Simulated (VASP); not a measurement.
## WS2: single point with r2SCAN

The system is WS2.

```xyz
6
Lattice="0.0000 3.5293 3.5293 3.5293 0.0000 3.5293 3.5293 3.5293 0.0000" Properties=species:S:1:pos:R:3 pbc="T T T"
W     3.5293    3.5293    3.5293
W     5.2940    5.2940    5.2940
S     0.8823    0.8823    0.8823
S     0.8823    2.6470    2.6470
S     2.6470    2.6470    0.8823
S     2.6470    0.8823    2.6470
```

```
Program             : VASP 6.6.1
Task                : single point
Functional          : r2SCAN
Potentials or basis : VASP PAW PBE potentials, release 64 (W_sv, S)
Cutoff              : 520 eV
k mesh              : 10 × 10 × 10
Occupations         : gaussian, width 0.1 eV
Spin                : no spin polarisation
```

```
Pressure               : 0.1 GPa
Band gap on the k mesh : zero (band 26 reaches 11.97 eV, above the bottom of band 27 at 10.54 eV)
```

Levels at points of the mesh, in eV from the Fermi level:
| k point | band 22 | band 23 | band 24 | band 25 | band 26 | band 27 | band 28 | band 29 | band 30 | band 31 |
| --- | --- | --- | --- | --- | --- | --- | --- | --- | --- | --- |
| (0.00, 0.00, 0.00) | -1.61 | 0.90 | 0.90 | 1.04 | 1.04 | 1.04 | 1.73 | 1.73 | 1.73 | 2.10 |
| (0.50, 0.00, 0.00) | -3.42 | -0.65 | -0.65 | -0.51 | -0.23 | -0.23 | 0.63 | 0.63 | 1.18 | 1.52 |
| (0.50, 0.50, 0.00) | -4.37 | -2.26 | -2.26 | 0.04 | 0.04 | 0.45 | 0.45 | 0.86 | 0.86 | 1.98 |

It took 10 min on 1 thread of Intel Xeon 6975P-C, on a shared host, peak memory 0.33 GiB.

Caveat: the PAW data sets were made with another functional, which shifts forces and pressure a little; spin-orbit coupling is left out, which moves the levels of the heavy elements.
